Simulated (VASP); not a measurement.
A run of VASP 6.6.1 is set up as follows.

Contents of INCAR:

```
SYSTEM = AlAs
ALGO = Normal
EDIFF = 1E-6
ENCUT = 500
GGA_COMPAT = .False.
ISIF = 2
ISMEAR = 0
LASPH = .True.
LCHARG = .False.
LREAL = .False.
LWAVE = .False.
NBANDS = 11
NELM = 120
PREC = Accurate
SIGMA = 0.01
```

Contents of KPOINTS:

```
k-points
0
Gamma
  8 8 8
  0 0 0
```

The input POSCAR:

```
AlAs
1.0
    2.7910911317      2.7910911317      0.0000000000
   -2.7910911317      2.7910911317      0.0000000000
    0.0000000000      2.7910911317      2.7910911317
Al As
1 1
Direct
    0.0000000000      0.0000000000      0.0000000000
    0.7500000000      0.2500000000      0.5000000000
```

Potentials or basis: VASP PAW LDA potentials, release 64 (Al, As).

Run with:

```bash
$ cat potpaw_LDA.64/Al/POTCAR potpaw_LDA.64/As/POTCAR > POTCAR
$ mpirun -np 1 vasp_std > vasp.out
```

(1) What does it give for the band gap on the k mesh?

(2) Estimate the pressure.

## Answers

(1) 1.27 eV, indirect (least direct gap 2.22 eV).

(2) 2.4 GPa.
